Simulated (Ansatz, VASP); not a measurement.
**Two plane-wave programs on Be3Ga**

Contents of INCAR:

```
  ALGO = Fast
  EDIFF = 1E-7
  EDIFFG = -0.01
  ENCUT = 600
  GGA = PE
  IBRION = 2
  ISIF = 3
  ISMEAR = 0
  LASPH = True
  LCHARG = False
  LREAL = False
  LWAVE = False
  NELM = 60
  NSW = 100
  PREC = Accurate
  SIGMA = 0.1
```

File KPOINTS:

```
k-points
0
Gamma
  14 14 14
```

The input POSCAR:

```
Be3Ga
1.0
    3.4832935094      0.0000000000      0.0000000000
    0.0000000000      3.4832935094      0.0000000000
    0.0000000000      0.0000000000      3.4832935094
Be Ga
3 1
Direct
    0.0000000000      0.5000000000      0.5000000000
    0.5000000000      0.0000000000      0.5000000000
    0.5000000000      0.5000000000      0.0000000000
    0.0000000000      0.0000000000      0.0000000000
```

Input for Ansatz:

```yaml
crystal:
  lattice:
    - [3.4832935094, 0.0, 0.0]
    - [0.0, 3.4832935094, 0.0]
    - [0.0, 0.0, 3.4832935094]
  atoms:
    - { symbol: Be, position: [0.0, 0.5, 0.5] }
    - { symbol: Be, position: [0.5, 0.0, 0.5] }
    - { symbol: Be, position: [0.5, 0.5, 0.0] }
    - { symbol: Ga, position: [0.0, 0.0, 0.0] }
basis:
  ecutwfc: 420
kpoints:
  mp_grid: { grid: [14, 14, 14] }
hamiltonian:
  xc: pbe
scf:
  occupations: { method: gaussian, width: 0.1 }
output:
  forces: true
  stress: true
  eigenvalues: true
relax:
  adjacent_minimum: "off"
  f_tol: 0.01
  max_steps: 80
  cell: { stress_tol: 0.05 }
```

Alike in both runs: task relaxation of cell and atoms; functional PBE; k mesh 14 × 14 × 14; occupations gaussian, width 0.1 eV; no spin polarisation.

```csv
,VASP,Ansatz
version,VASP 6.6.1,Ansatz 0.2.0
potentials or method,"VASP PAW PBE potentials, release 64 (Be, Ga_d), cutoff 600 eV","scalar-relativistic, plane waves, PAW"
valence electrons in the cell,19,19
```

|  | VASP | Ansatz | Ansatz less VASP |
| --- | --- | --- | --- |
| gap on the k mesh at the Fermi level, each at its own relaxed structure (eV) | none | none | - |
| relaxed volume (Å³/atom) | 10.50 | 10.49 | -0.012 |
| relaxed cell length with the largest relative difference (Å) | 3.476 | 3.475 | -0.0014 |

A gap of «none» marks a metal or a gap that the smearing closes.

Noted on VASP's run: too few bands were computed for a metal, which touches its energy and stress.
